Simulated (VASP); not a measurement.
A run of VASP 6.6.1:

INCAR

```
PREC = Accurate
ENCUT = 520
EDIFF = 1E-7
ISMEAR = -1
SIGMA = 0.02
LREAL = F
LASPH = T
NELM = 100
ALGO = Normal
ISIF = 2
LWAVE = F
LCHARG = T
GGA = PE
LELF = T
LVHAR = T
NBANDS = 24
```

The input KPOINTS:

```
Automatic mesh
0
Gamma
  7 7 7
```

The input POSCAR:

```
SnO3
1.0
    0.0000000000      2.6968575529      2.6968575529
    2.6968575529      0.0000000000      2.6968575529
    2.6968575529      2.6968575529      0.0000000000
Sn O
1 3
Direct
    0.0000000000      0.0000000000      0.0000000000
    0.5000000000      0.5000000000      0.5000000000
    0.2500000000      0.2500000000      0.2500000000
    0.7500000000      0.7500000000      0.7500000000
```

Potentials or basis: VASP PAW PBE potentials, release 64 (Sn_d, O).

The run is started by

```console
$ cat potpaw_PBE.64/Sn_d/POTCAR potpaw_PBE.64/O/POTCAR > POTCAR
$ mpirun -np 1 vasp_std > vasp.out
```

Hardware: 1 thread of Intel(R) Xeon(R) Platinum 8259CL CPU @ 2.50GHz (Skylake/Cascade Lake) (shared host).

How long does it take, and how much memory?

Run time: 24 s on 1 thread of Intel(R) Xeon(R) Platinum 8259CL CPU @ 2.50GHz (Skylake/Cascade Lake) (shared host), peak memory 0.16 GiB. Counts: scf iterations 17, k points 20.
